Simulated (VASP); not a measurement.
Set up this calculation in VASP 6.6.1, as the native input.

| Quantity | Value |
| --- | --- |
| Task | single point |
| Functional | PBEsol |
| Potentials or basis | VASP PAW PBE potentials, release 64 (W_sv) |
| Cutoff | 520 eV |
| k mesh | 18 × 18 × 18 |
| Occupations | gaussian, width 0.1 eV |
| Spin | no spin polarisation |
| Dipole correction | no |
| Further INCAR settings | ALGO = Fast; EDIFF = 1e-06; NBANDS = 13 |

The structure of W lies in POSCAR:

```
W
1.0
    0.0000000000      2.1298151000      2.1298151000
    2.1298151000      0.0000000000      2.1298151000
    2.1298151000      2.1298151000      0.0000000000
W
1
Direct
    0.0000000000      0.0000000000      0.0000000000
```

This cell differs from its parent crystal: strained.

The input as run:

INCAR

```
PREC     = Accurate       # precision mode
ENCUT    = 520            # plane-wave cutoff, eV
EDIFF    = 1E-6           # SCF threshold, eV
ISMEAR   = 0              # smearing method
SIGMA    = 0.1            # smearing width, eV
LREAL    = False          # projectors in reciprocal space
LASPH    = True           # aspherical terms in the spheres
NELM     = 60             # most SCF steps
ALGO     = Fast           # electronic algorithm
ISIF     = 2              # what is computed and relaxed
LWAVE    = False          # write WAVECAR
LCHARG   = False          # write CHGCAR
GGA      = PS             # functional
NBANDS   = 13             # bands
```

KPOINTS

```
regular mesh
0
Gamma
  18 18 18
```

Potentials or basis: VASP PAW PBE potentials, release 64 (W_sv).

Launch:

```sh
$ cat potpaw_PBE.64/W_sv/POTCAR > POTCAR
$ mpirun -np 1 vasp_std > vasp.out
```

Results of the run:

```json
{"Pressure": "-38.7 GPa", "Band gap on the k mesh": "zero (band 7 reaches 10.56 eV, above the bottom of band 8 at 7.80 eV)"}
```

Caveat: the cell differs from its parent crystal (strained); the PAW data sets were made with another functional, which shifts forces and pressure a little; spin-orbit coupling is left out, which moves the levels of the heavy elements.

Run time: 56 s on 1 thread of Intel Xeon 6975P-C, on a shared host, peak memory 0.17 GiB.
